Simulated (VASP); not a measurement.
Set up this calculation in VASP 6.6.1, as the native input.

```yaml
Task: relaxation of cell and atoms
Functional: PBE
Potentials_or_basis: VASP PAW PBE potentials, release 64 (Cd, Te)
Cutoff: 600 eV
k_mesh: 8 × 8 × 8
Occupations: fermi-dirac, width 0.02 eV
Spin: no spin polarisation
Dipole_correction: no
Further_INCAR_settings: ALGO = Normal; EDIFF = 1e-07; IBRION = 2; EDIFFG = -0.01; NSW = 80; ISIF = 3
```

The structure of CdTe lies in POSCAR:

```
CdTe
1.0
    0.0000000000      3.2050000000      3.2050000000
    3.2050000000      0.0000000000      3.2050000000
    3.2050000000      3.2050000000      0.0000000000
Cd Te
1 1
Direct
    0.0000000000      0.0000000000      0.0000000000
    0.2500000000      0.2500000000      0.2500000000
```

These files were run (other wordings do the same):

INCAR

```
PREC = Accurate
ENCUT = 600
EDIFF = 1E-7
ISMEAR = -1
SIGMA = 0.02
LREAL = False
LASPH = True
NELM = 80
ALGO = Normal
ISIF = 3
LWAVE = False
LCHARG = False
GGA = PE
IBRION = 2
NSW = 80
EDIFFG = -0.01
```

KPOINTS

```
regular mesh
0
Gamma
  8 8 8
```

Potentials or basis: VASP PAW PBE potentials, release 64 (Cd, Te).

Command:

```bash
$ cat potpaw_PBE.64/Cd/POTCAR potpaw_PBE.64/Te/POTCAR > POTCAR
$ mpirun -np 1 vasp_std > vasp.out
```

It gave:

* Relaxed volume: 36.30 Å³/atom
* Relaxed cell: a = 4.683 Å, b = 4.683 Å, c = 4.683 Å, α = 60.00°, β = 60.00°, γ = 60.00°
* Space group after relaxing (to 0.05 Å): F-43m (No. 216)
* Energy gained by relaxing: 42.0 meV/atom
* Ionic steps: 3
* Pressure after relaxing: 0.0 GPa
* Band gap on the k mesh: 0.58 eV, direct

Caveat: spin-orbit coupling is left out, which moves the levels of the heavy elements; the volume moved by +10 % from the deposited cell, more than functionals usually miss.

Wall time 55 s on 1 thread of Intel(R) Xeon(R) Platinum 8488C (Sapphire Rapids), with other jobs on the host, peak memory 0.23 GiB.
